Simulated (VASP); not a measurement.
# MgSe: single point with r2SCAN

Crystal: MgSe.

```
CELL_PARAMETERS angstrom
0.00000 2.73627 2.73627
2.73627 0.00000 2.73627
2.73627 2.73627 0.00000
ATOMIC_POSITIONS crystal
Mg 0.00000 0.00000 0.00000
Se 0.50000 0.50000 0.50000
```

| Property | Result |
| --- | --- |
| Program | VASP 6.6.1 |
| Task | single point |
| Functional | r2SCAN |
| Potentials or basis | VASP PAW PBE potentials, release 64 (Mg, Se) |
| Cutoff | 660 eV |
| k mesh | 6 × 6 × 6 |
| Occupations | fermi-dirac, width 0.2 eV |
| Spin | no spin polarisation |

The pressure is -0.3 GPa and the band gap on the k mesh is 2.44 eV (least direct gap 3.41 eV).

Levels at points of the mesh, in eV from the valence-band top:
```csv
k point,band 1,band 2,band 3,band 4,band 5,band 6,band 7,band 8,band 9
"(0.00, 0.00, 0.00)",-13.32,0.00,0.00,0.00,3.41,8.03,8.03,8.03,10.55
"(0.50, 0.00, 0.00)",-12.19,-4.91,-0.60,-0.60,4.51,6.70,6.70,9.57,12.43
"(0.50, 0.50, 0.00)",-11.86,-4.26,-1.79,-1.79,2.44,4.56,12.74,13.18,13.18
```

Run time: 40 s on 1 thread of Intel(R) Xeon(R) Platinum 8375C CPU @ 2.90GHz (Ice Lake) (shared host), peak memory 0.18 GiB.

Caveat: the PAW data sets were made with another functional, which shifts forces and pressure a little. A k mesh can miss the band edges.
